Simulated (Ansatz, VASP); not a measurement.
# In3Sb: VASP beside Ansatz

File INCAR:

```
PREC = Accurate
ENCUT = 600
EDIFF = 1E-6
ISMEAR = 0
SIGMA = 0.1
LREAL = F
LASPH = T
NELM = 100
ALGO = Fast
ISIF = 3
LWAVE = F
LCHARG = F
GGA = PS
IBRION = 2
NSW = 80
EDIFFG = -0.01
```

File KPOINTS:

```
regular mesh
0
Gamma
  10 10 10
```

Contents of POSCAR:

```
In3Sb
1.0
    4.8369620000      0.0000000000      0.0000000000
    0.0000000000      4.8369620000      0.0000000000
    0.0000000000      0.0000000000      4.8369620000
In Sb
3 1
Direct
    0.5000000000      0.5000000000      0.0000000000
    0.5000000000      0.0000000000      0.5000000000
    0.0000000000      0.5000000000      0.5000000000
    0.0000000000      0.0000000000      0.0000000000
```

Input for Ansatz:

```yaml
crystal:
  lattice:
    - [4.836962, 0.0, 0.0]
    - [0.0, 4.836962, 0.0]
    - [0.0, 0.0, 4.836962]
  atoms:
    - { symbol: In, position: [0.5, 0.5, 0.0] }
    - { symbol: In, position: [0.5, 0.0, 0.5] }
    - { symbol: In, position: [0.0, 0.5, 0.5] }
    - { symbol: Sb, position: [0.0, 0.0, 0.0] }
basis:
  ecutwfc: 420
kpoints:
  mp_grid: { grid: [10, 10, 10] }
hamiltonian:
  xc: pbesol
scf:
  occupations: { method: gaussian, width: 0.1 }
output:
  forces: true
  stress: true
  eigenvalues: true
  write_density: true
  write_potential: true
  elf: true
  volumetric_format: npy
relax:
  adjacent_minimum: "off"
  f_tol: 0.01
  max_steps: 60
  cell: { stress_tol: 0.05 }
```

Alike in both runs: task relaxation of cell and atoms; functional PBEsol; k mesh 10 × 10 × 10; occupations gaussian, width 0.1 eV; no spin polarisation.

|  | VASP | Ansatz |
| --- | --- | --- |
| version | VASP 6.6.1 | Ansatz 0.2.0 |
| potentials or method | VASP PAW PBE potentials, release 64 (In_d, Sb), cutoff 600 eV | scalar-relativistic, plane waves, PAW |
| valence electrons in the cell | 44 | 54 |

Ansatz gave:

| Property | Result |
| --- | --- |
| gap on the k mesh at the Fermi level, each at its own relaxed structure (eV) | none |
| relaxed volume (Å³/atom) | 26.35 |
| relaxed length of the cell vector where the two differ most in proportion (Å) | 4.724 |

Estimate VASP's values.

gap on the k mesh at the Fermi level, each at its own relaxed structure (eV): none; relaxed volume (Å³/atom): 26.40; relaxed length of the cell vector where the two differ most in proportion (Å): 4.727.

VASP's potentials were made for PBE, not for PBEsol. A gap of «none» marks a metal or a gap that the smearing closes. VASP's potentials hold 44 valence electrons a cell and Ansatz's 54, so a difference there can come from the potentials and not from the codes.

Neither program's run includes spin-orbit coupling.
